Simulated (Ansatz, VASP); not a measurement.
**Li in VASP and in Ansatz**

The input INCAR:

```
SYSTEM = Li
ALGO = Normal
EDIFF = 1E-6
ENCUT = 520
GGA = PE
ISIF = 2
ISMEAR = -1
LASPH = .True.
LCHARG = .False.
LREAL = .False.
LWAVE = .False.
NBANDS = 10
NELM = 60
PREC = Accurate
SIGMA = 0.05
```

Contents of KPOINTS:

```
k-points
0
Gamma
  11 11 6
  0 0 0
```

The input POSCAR:

```
Li
1.0
    3.0646488937      0.0000000000      0.0000000000
   -1.5323244468      2.6540637956      0.0000000000
    0.0000000000      0.0000000000      4.9647312077
Li
2
Direct
    0.2333333333      0.6166666667      0.1750000000
    0.7666666667      0.3833333333      0.8250000000
```

Input for Ansatz:

```yaml
crystal:
  lattice:
    - [3.0646488937, 0.0, 0.0]
    - [-1.5323244468, 2.6540637956, 0.0]
    - [0.0, 0.0, 4.9647312077]
  atoms:
    - { symbol: Li, position: [0.2333333333, 0.6166666667, 0.175] }
    - { symbol: Li, position: [0.7666666667, 0.3833333333, 0.825] }
kpoints:
  mp_grid: { grid: [11, 11, 6] }
scf:
  occupations: { method: fermi_dirac, width: 0.05 }
hamiltonian:
  xc: pbe
  pseudopotentials: { kind: paw }
output:
  forces: true
  stress: true
  eigenvalues: true
  populations: true
  write_density: true
  write_potential: true
  elf: true
  volumetric_format: npy
```

Change from the starting cell: shortest bond scaled by 0.7, PAW files.

Alike in both runs: task single point; functional PBE; k mesh 11 × 11 × 6; occupations fermi-dirac, width 0.05 eV; no spin polarisation.

|  | VASP | Ansatz |
| --- | --- | --- |
| version | VASP 6.6.1 | Ansatz 0.2.0 |
| potentials or method | VASP PAW PBE potentials, release 64 (Li_sv) | PAW with Ansatz's default frozen-core files, scalar-relativistic |
| plane-wave cutoff (eV) | 520 | 420 |
| valence electrons in the cell | 6 | 6 |

Ansatz gave:

```
rms of the force components (eV/Å) : 0.796
```

Problem. What did VASP give for the same quantities?

Solution. rms of the force components (eV/Å): 0.797.

Atom by atom the forces differ by 0.002 eV/Å (rms over components).

Noted on VASP's run: the cutoff is short for stress, so the pressure is rough.
